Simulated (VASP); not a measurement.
# Cd2S (P3m1) in VASP: notebook

Cd2S is run at these levels: PBEsol; tasks: single point.

Everything below comes from runs of VASP 6.6.1. Logs are shortened: lines on timing, memory, paths and dates and some standing lists are left out, and cuts for length are marked.

### Step 1. The cell of the first run

It takes space group P3m1 (No. 156, trigonal). Conventional cell: a = 3.736 Å, b = 3.736 Å, c = 6.000 Å, α = 90.00°, β = 90.00°, γ = 120.00°. Within 3.5 Å of Cd (site symmetry 3m) lie 3 S at 2.65 Å and 3 Cd at 3.10 Å. Cd (site symmetry 3m) has 1 S at 2.23 Å within 2.9 Å. S (site symmetry 3m) has 4 Cd at 2.23 to 2.65 Å within 2.9 Å.

### Step 2. Single point, PBEsol (strained)

INCAR

```
SYSTEM = Cd2S
  PREC = Accurate
  ENCUT = 520
  EDIFF = 1E-6
  ISMEAR = 0
  SIGMA = 0.05
  LREAL = .FALSE.
  LASPH = .TRUE.
  NELM = 100
  ALGO = Normal
  ISIF = 2
  LWAVE = .FALSE.
  LCHARG = .FALSE.
  GGA = PS
  NBANDS = 22
```

KPOINTS

```
regular mesh
0
G
  12 12 6
  0 0 0
```

POSCAR

```
Cd2S
1.0
    3.7364015892      0.0000000000      0.0000000000
   -1.8682007946      3.2358186950      0.0000000000
    0.0000000000      0.0000000000      6.0003144168
Cd S
2 1
Direct
    0.6666666700      0.3333333300      0.5872776950
    0.3333333300      0.6666666700      0.9591924281
    0.3333333300      0.6666666700      0.3306868768
```

Potentials or basis: VASP PAW PBE potentials, release 64 (Cd, S).

Launch:

```
$ cat potpaw_PBE.64/Cd/POTCAR potpaw_PBE.64/S/POTCAR > POTCAR
$ mpirun -np 1 vasp_std > vasp.out
```

OUTCAR:

```text
SYSTEM = Cd2S
   PREC = Accurate
   ENCUT = 520
   EDIFF = 1E-6
   ISMEAR = 0
   LREAL = .FALSE.
   LASPH = .TRUE.
   NELM = 100
   ISIF = 2
   GGA = PS

 ion  position               nearest neighbor table
   1  0.667  0.333  0.587-   3 2.65   3 2.65   3 2.65   2 3.10   2 3.10   2 3.10
   2  0.333  0.667  0.959-   3 2.23   1 3.10   1 3.10   1 3.10
   3  0.333  0.667  0.331-   2 2.23   1 2.65   1 2.65   1 2.65

  LATTYP: Found a hexagonal cell.
 ALAT       =     3.7364015892
 C/A-ratio  =     1.6059072542

  Lattice vectors:

 A1 = (   3.7364015892,   0.0000000000,   0.0000000000)
 A2 = (  -1.8682007946,   3.2358186950,   0.0000000000)
 A3 = (   0.0000000000,   0.0000000000,   6.0003144168)

Analysis of symmetry for initial positions (statically):
=====================================================================
 Subroutine PRICEL returns:
 Original cell was already a primitive cell.

 Routine SETGRP: Setting up the symmetry group for a
 hexagonal supercell.

 Subroutine GETGRP returns: Found  6 space group operations
 (whereof  6 operations were pure point group operations)
 out of a pool of 24 trial point group operations.

The static configuration has the point symmetry C_3v.

Analysis of symmetry for dynamics (positions and initial velocities):
=====================================================================
 Subroutine PRICEL returns:
 Original cell was already a primitive cell.

 Routine SETGRP: Setting up the symmetry group for a
 hexagonal supercell.

 Subroutine GETGRP returns: Found  6 space group operations
 (whereof  6 operations were pure point group operations)
 out of a pool of 24 trial point group operations.

The dynamic configuration has the point symmetry C_3v.

 Subroutine INISYM returns: Found  6 space group operations
 (whereof  6 operations are pure point group operations),
 and found     1 'primitive' translations

----------------------------------------------------------------------------------------

                                     Primitive cell

  volume of cell :      72.5457

  direct lattice vectors                    reciprocal lattice vectors
     3.736401589  0.000000000  0.000000000     0.267637184  0.154520400  0.000000000
    -1.868200795  3.235818695  0.000000000     0.000000000  0.309040801  0.000000000
     0.000000000  0.000000000  6.000314417     0.000000000  0.000000000  0.166657933

  length of vectors
     3.736401589  3.736401589  6.000314417     0.309040801  0.309040801  0.166657933

  position of ions in fractional coordinates (direct lattice)
     0.666666670  0.333333330  0.587277695
     0.333333330  0.666666670  0.959192428
     0.333333330  0.666666670  0.330686877

  ion indices of the primitive-cell ions
   primitive index   ion index
                 1           1
                 2           2
                 3           3

----------------------------------------------------------------------------------------

 KPOINTS: regular mesh

Automatic generation of k-mesh.
 Grid dimensions read from file:
 generate k-points for:   12   12    6

 Generating k-lattice:

  Cartesian coordinates                     Fractional coordinates (reciprocal lattice)
     0.022303099  0.012876700  0.000000000     0.083333333 -0.000000000  0.000000000
     0.000000000  0.025753400  0.000000000     0.000000000  0.083333333  0.000000000
     0.000000000  0.000000000  0.027776322     0.000000000  0.000000000  0.166666667

  Length of vectors
     0.025753400  0.025753400  0.027776322

  Shift w.r.t. Gamma in fractional coordinates (k-lattice)
     0.000000000  0.000000000  0.000000000

 Subroutine IBZKPT returns following result:
 ===========================================

 Found    100 irreducible k-points:

 Following reciprocal coordinates:
            Coordinates               Weight
  0.000000  0.000000  0.000000      1.000000
  0.083333  0.000000  0.000000      6.000000
  0.166667  0.000000  0.000000      6.000000
  0.250000  0.000000  0.000000      6.000000
  0.333333  0.000000  0.000000      6.000000
  0.416667  0.000000  0.000000      6.000000
[... 16 lines left out ...]
  0.166667  0.000000  0.166667      6.000000
  0.000000  0.166667  0.166667      6.000000
 [... further k-points ...]
   k-points           NKPTS =    100   k-points in BZ     NKDIM =    100   number of bands    NBANDS=     22
   number of dos      NEDOS =    301   number of ions     NIONS =      3
   total plane-waves  NPLWV =  37632
   dimension x,y,z NGX =    28 NGY =   28 NGZ =   48
   dimension x,y,z NGXF=    56 NGYF=   56 NGZF=   96
   ions per type =               2   1
   NGX,Y,Z   is equivalent  to a cutoff of  12.46, 12.46, 13.30 a.u.
   NGXF,Y,Z  is equivalent  to a cutoff of  24.92, 24.92, 26.60 a.u.
 SYSTEM =  Cd2S
   PREC   = accura    normal or accurate (medium, high low for compatibility)
   ISTART =      0    job   : 0-new  1-cont  2-samecut
   ICHARG =      2    charge: 1-file 2-atom 10-const
   ISPIN  =      1    spin polarized calculation?
   LNONCOLLINEAR =      F non collinear calculations
   LSORBIT =      F    spin-orbit coupling
   LASPH  =      T    aspherical Exc in radial PAW
   ENCUT  =  520.0 eV  38.22 Ry    6.18 a.u.   6.95  6.95 11.16*2*pi/ulx,y,z
   NELM   =    100;   NELMIN=  2; NELMDL= -5     # of ELM steps
   EDIFF  = 0.1E-05   stopping-criterion for ELM
   LREAL  =      F    real-space projection
   EDIFFG = 0.1E-04   stopping-criterion for IOM
   NSW    =      0    number of steps for IOM
   IBRION =     -1    ionic relax: 0-MD 1-quasi-New 2-CG
   NFREE  =      0    steps in history (QN), initial steepest desc. (CG)
   ISIF   =      2    stress and relaxation
   ISYM   =      2    0-nonsym 1-usesym 2-fastsym
   POTIM  = 0.5000    time-step for ionic-motion
   TEBEG  =    0.0;   TEEND  =   0.0 temperature during run
   PSTRESS=    0.0 pullay stress
   NELECT =      30.0000    total number of electrons
   NUPDOWN=      -1.0000    fix difference up-down
   EMIN   =  10.00;   EMAX   =-10.00  energy-range for DOS
   EFERMI =   0.00;   METHOD = LEGACY
   ISMEAR =     0;   SIGMA  =   0.05  broadening in eV -4-tet -1-fermi 0-gaus
   EFERMI_NEDOS =   21; number of points for ismear=-14 and -15
   IALGO  =     38    algorithm
   IMIX   =      4    mixing-type and parameters
     AMIX     =   0.40;   BMIX     =  1.00
     AMIX_MAG =   1.60;   BMIX_MAG =  1.00
  volume/ion in A,a.u.               =      24.18       163.19
  Fermi-wavevector in a.u.,A,eV,Ry     =   1.219677  2.304854 20.240175  1.487611
  Thomas-Fermi vector in A             =   2.354920
   LORBIT       =      0    0 simple, 1 ext, 2 COOP (PROOUT), +10 PAW based schemes
   GGA     = PS    functional components
   LHFCALC =     F    Hartree Fock is set to
   AEXX    =    0.0000 exact exchange contribution
   IVDW    =     0    specifies the selected vdW correction
   LEPSILON=     F    determine dielectric tensor
   LRPA    =     F    only Hartree local field effects (RPA)
 non-spin polarized calculation
 Gauss-broadening in eV      SIGMA  =   0.05
  energy-cutoff  :      520.00
  volume of cell :       72.55
 maximum number of plane-waves:      1968
   NGX = 13   NGY = 13   NGZ = 23

 number of electron      30.0000001 magnetization

 Free energy of the ion-electron system (eV)
  ---------------------------------------------------
  ext. energy  EPLUGINS =         0.00000000
  ---------------------------------------------------
  free energy    TOTEN  =        -6.93155069 eV

  energy without entropy =       -6.93137214  energy(sigma->0) =       -6.93146141

 E-fermi :   1.7640     XC(G=0):  -9.9574

 val. band max:        1.7487737610   @ k =   0.5000   0.0000   0.1667
 cond. band min:       2.0159715951   @ k =   0.4167   0.0833   0.1667
 fundamental gap:      0.2671978341
 Fermi energy:         1.7640025044

 k-point     1 :       0.0000    0.0000    0.0000
  band No.  band energies     occupation
      1     -11.1765      2.00000
      2      -6.8605      2.00000
      3      -6.7536      2.00000
      4      -6.7536      2.00000
      5      -6.6363      2.00000
      6      -6.6363      2.00000
[... 14 lines left out ...]
     21      10.9142      0.00000
     22      11.2210      0.00000

 k-point     2 :       0.0833    0.0000    0.0000
  band No.  band energies     occupation
      1     -11.1440      2.00000
      2      -6.8615      2.00000
      3      -6.7551      2.00000
      4      -6.7503      2.00000
      5      -6.6415      2.00000
      6      -6.6223      2.00000
[... 14 lines left out ...]
     21      10.8362      0.00000
     22      11.4243      0.00000

 k-point     3 :       0.1667    0.0000    0.0000
  band No.  band energies     occupation
      1     -11.0538      2.00000
      2      -6.8749      2.00000
      3      -6.7626      2.00000
      4      -6.7419      2.00000
      5      -6.6566      2.00000
      6      -6.5817      2.00000
[... 14 lines left out ...]
     21      10.6337      0.00000
     22      11.2923      0.00000

 k-point     4 :       0.2500    0.0000    0.0000
  band No.  band energies     occupation
      1     -10.9269      2.00000
      2      -6.9053      2.00000
      3      -6.7783      2.00000
      4      -6.7429      2.00000
      5      -6.6826      2.00000
      6      -6.5218      2.00000
[... 14 lines left out ...]
     21      10.2672      0.00000
     22      10.7223      0.00000

 k-point     5 :       0.3333    0.0000    0.0000
  band No.  band energies     occupation
      1     -10.7957      2.00000
      2      -6.9416      2.00000
      3      -6.7974      2.00000
      4      -6.7560      2.00000
      5      -6.7157      2.00000
      6      -6.4577      2.00000
[... 417 lines left out ...]
 k-point    22 :       0.0000    0.0833    0.1667
  band No.  band energies     occupation
      1     -11.1201      2.00000
      2      -6.9411      2.00000
      3      -6.7560      2.00000
      4      -6.7558      2.00000
      5      -6.6517      2.00000
      6      -6.6285      2.00000
[... 14 lines left out ...]
     21      10.9606      0.00000
     22      11.0606      0.00000

 k-point    23 :       0.1667    0.0000    0.1667
  band No.  band energies     occupation
      1     -11.0314      2.00000
      2      -6.9411      2.00000
      3      -6.7656      2.00000
      4      -6.7573      2.00000
      5      -6.6521      2.00000
      6      -6.5887      2.00000
[... 14 lines left out ...]
     21      10.6734      0.00000
     22      10.7091      0.00000

 k-point    24 :       0.0000    0.1667    0.1667
  band No.  band energies     occupation
      1     -11.0313      2.00000
      2      -6.9363      2.00000
      3      -6.7611      2.00000
      4      -6.7608      2.00000
      5      -6.6752      2.00000
      6      -6.5862      2.00000
[... 14 lines left out ...]
     21      10.7952      0.00000
     22      11.0777      0.00000

 [... further k-points ...]
[... 5 lines left out ...]
  --------------------------------------------------------------------------------------
  -------------------------------------------------------------------------------------
  Total       -0.4212241     -0.4212241      2.1313003      0.0000000      0.0000000      0.0000000
  in kB       -9.3027641     -9.3027641     47.0699229      0.0000000      0.0000000      0.0000000
  external PRESSURE =       9.4881315 kB  Pullay stress =       0.0000000 kB

 VOLUME and BASIS-vectors are now :
 -----------------------------------------------------------------------------
  energy-cutoff  :      520.00
  volume of cell :       72.55
      direct lattice vectors                 reciprocal lattice vectors
     3.736401589  0.000000000  0.000000000     0.267637184  0.154520400  0.000000000
    -1.868200795  3.235818695  0.000000000     0.000000000  0.309040801  0.000000000
     0.000000000  0.000000000  6.000314417     0.000000000  0.000000000  0.166657933

 POSITION                                       TOTAL-FORCE (eV/Angst)
 -----------------------------------------------------------------------------------
      1.86820      1.07861      3.52385         0.000000      0.000000     -0.425681
     -0.00000      2.15721      5.75546        -0.000000      0.000000     -2.516704
     -0.00000      2.15721      1.98423        -0.000000      0.000000      2.942385
 -----------------------------------------------------------------------------------
    total drift:                                0.000012     -0.000007     -0.000190

  FREE ENERGIE OF THE ION-ELECTRON SYSTEM (eV)
  ---------------------------------------------------
  free  energy   TOTEN  =        -6.9315506861 eV

  energy  without entropy=       -6.9313721366  energy(sigma->0) =       -6.93146141
```

Wall time 90 s (1 thread of Intel Xeon Platinum 8488C (Sapphire Rapids), shared host); peak memory 0.28 GiB.

Results:

```
Free energy            : -6.9316 eV
Pressure               : 0.9 GPa
Largest force          : 2.942 eV/Å
Band gap on the k mesh : zero (band 15 reaches 2.03 eV, above the bottom of band 16 at 1.75 eV)
```

Forces on the atoms (eV/Å):
```
Cd   0.000  0.000 -0.426
Cd   0.000  0.000 -2.517
S    0.000  0.000  2.942
```

Levels at points of the mesh, in eV from the Fermi level:
| k point | band 12 | band 13 | band 14 | band 15 | band 16 | band 17 | band 18 | band 19 |
| --- | --- | --- | --- | --- | --- | --- | --- | --- |
| (0.00, 0.00, 0.00) | -4.86 | -4.64 | -0.21 | -0.21 | 4.06 | 5.14 | 7.91 | 7.91 |
| (0.50, 0.00, 0.00) | -4.31 | -3.11 | -1.26 | -1.10 | 0.40 | 2.37 | 5.25 | 6.42 |
| (0.00, 0.00, 0.50) | -6.50 | -1.15 | -0.16 | -0.16 | 0.99 | 5.63 | 7.43 | 7.43 |
| (0.50, 0.00, 0.50) | -3.86 | -3.72 | -1.43 | -0.88 | 1.20 | 3.55 | 4.84 | 5.33 |

Caveat: the cell differs from its parent crystal (strained); the PAW data sets were made with another functional, which shifts forces and pressure a little.

### Step 3. Single point, PBEsol (strained)

INCAR

```
SYSTEM = Cd2S
  PREC = Accurate
  ENCUT = 540
  EDIFF = 1E-6
  ISMEAR = 0
  SIGMA = 0.05
  LREAL = .FALSE.
  LASPH = .TRUE.
  NELM = 120
  ALGO = Normal
  ISIF = 2
  LWAVE = .FALSE.
  LCHARG = .FALSE.
  GGA = PS
  NBANDS = 30
  GGA_COMPAT = .FALSE.
```

KPOINTS is that of step 2.

POSCAR is that of step 2.

Potentials or basis: VASP PAW PBE potentials, release 64 (Cd_sv_GW, S).

Launch:

```
$ cat potpaw_PBE.64/Cd_sv_GW/POTCAR potpaw_PBE.64/S/POTCAR > POTCAR
$ mpirun -np 1 vasp_std > vasp.out
```

OUTCAR:

```text
SYSTEM = Cd2S
   PREC = Accurate
   ENCUT = 540
   EDIFF = 1E-6
   ISMEAR = 0
   LREAL = .FALSE.
   LASPH = .TRUE.
   NELM = 120
   ISIF = 2
   GGA = PS

 ion  position               nearest neighbor table
   1  0.667  0.333  0.587-   3 2.65   3 2.65   3 2.65
   2  0.333  0.667  0.959-   3 2.23
   3  0.333  0.667  0.331-   2 2.23   1 2.65   1 2.65   1 2.65

  LATTYP: Found a hexagonal cell.
 ALAT       =     3.7364015892
 C/A-ratio  =     1.6059072542

  Lattice vectors:

 A1 = (   3.7364015892,   0.0000000000,   0.0000000000)
 A2 = (  -1.8682007946,   3.2358186950,   0.0000000000)
 A3 = (   0.0000000000,   0.0000000000,   6.0003144168)

Analysis of symmetry for initial positions (statically):
=====================================================================
 Subroutine PRICEL returns:
 Original cell was already a primitive cell.

 Routine SETGRP: Setting up the symmetry group for a
 hexagonal supercell.

 Subroutine GETGRP returns: Found  6 space group operations
 (whereof  6 operations were pure point group operations)
 out of a pool of 24 trial point group operations.
[... 156 lines left out ...]

 Free energy of the ion-electron system (eV)
  ---------------------------------------------------
  ext. energy  EPLUGINS =         0.00000000
  ---------------------------------------------------
  free energy    TOTEN  =        -7.08434188 eV

  energy without entropy =       -7.08416333  energy(sigma->0) =       -7.08425261

 E-fermi :   3.8855     XC(G=0): -10.1206

 val. band max:        3.8702236978   @ k =   0.5000   0.0000   0.1667
 cond. band min:       4.1366352946   @ k =   0.4167   0.0833   0.1667
 fundamental gap:      0.2664115968
 Fermi energy:         3.8854522573

 k-point     1 :       0.0000    0.0000    0.0000
  band No.  band energies     occupation
      1     -98.5288      2.00000
      2     -98.0215      2.00000
      3     -59.6283      2.00000
      4     -59.6062      2.00000
      5     -59.6062      2.00000
      6     -59.1146      2.00000
[... 781 lines left out ...]
     29      12.8706      0.00000
     30      13.1754      0.00000

 [... further k-points ...]
[... 5 lines left out ...]
  --------------------------------------------------------------------------------------
  -------------------------------------------------------------------------------------
  Total       -1.1078277     -1.1078277      1.1807612      0.0000000      0.0000000      0.0000000
  in kB      -24.4664552    -24.4664552     26.0771972      0.0000000      0.0000000      0.0000000
  external PRESSURE =      -7.6185711 kB  Pullay stress =       0.0000000 kB

 VOLUME and BASIS-vectors are now :
 -----------------------------------------------------------------------------
  energy-cutoff  :      540.00
  volume of cell :       72.55
      direct lattice vectors                 reciprocal lattice vectors
     3.736401589  0.000000000  0.000000000     0.267637184  0.154520400  0.000000000
    -1.868200795  3.235818695  0.000000000     0.000000000  0.309040801  0.000000000
     0.000000000  0.000000000  6.000314417     0.000000000  0.000000000  0.166657933

 POSITION                                       TOTAL-FORCE (eV/Angst)
 -----------------------------------------------------------------------------------
      1.86820      1.07861      3.52385        -0.000000      0.000000     -0.446235
     -0.00000      2.15721      5.75546         0.000000      0.000000     -2.407913
     -0.00000      2.15721      1.98423         0.000000     -0.000000      2.854149
 -----------------------------------------------------------------------------------
    total drift:                                0.000012     -0.000007      0.001396

  FREE ENERGIE OF THE ION-ELECTRON SYSTEM (eV)
  ---------------------------------------------------
  free  energy   TOTEN  =        -7.0843418802 eV

  energy  without entropy=       -7.0841633347  energy(sigma->0) =       -7.08425261
```

Wall time 3 min (1 thread of AMD EPYC 7R43 (Zen 3), shared host); peak memory 0.31 GiB.

What came out:

```yaml
Free_energy: -7.0843 eV
Pressure: -0.8 GPa
Largest_force: 2.854 eV/Å
Band_gap_on_the_k_mesh: zero (band 23 reaches 4.15 eV, above the bottom of band 24 at 3.87 eV)
```

Forces in eV/Å, atoms in the order of the input:
```
Cd   0.000  0.000 -0.446
Cd   0.000  0.000 -2.408
S    0.000  0.000  2.854
```

Stress tensor (GPa, compression positive):
```
-2.45  0.00  0.00
 0.00 -2.45  0.00
 0.00  0.00  2.61
```

Levels at points of the mesh, in eV from the Fermi level:
| k point | band 21 | band 22 | band 23 | band 24 | band 25 | band 26 |
| --- | --- | --- | --- | --- | --- | --- |
| (0.00, 0.00, 0.00) | -4.65 | -0.23 | -0.23 | 4.03 | 5.09 | 7.90 |
| (0.50, 0.00, 0.00) | -3.12 | -1.26 | -1.12 | 0.40 | 2.37 | 5.24 |
| (0.00, 0.00, 0.50) | -1.16 | -0.18 | -0.18 | 0.98 | 5.59 | 7.40 |
| (0.50, 0.00, 0.50) | -3.72 | -1.43 | -0.89 | 1.20 | 3.54 | 4.82 |

Caveat: the cell differs from its parent crystal (strained); the PAW data sets were made with another functional, which shifts forces and pressure a little.

(Part 1 of 2 ends here.)
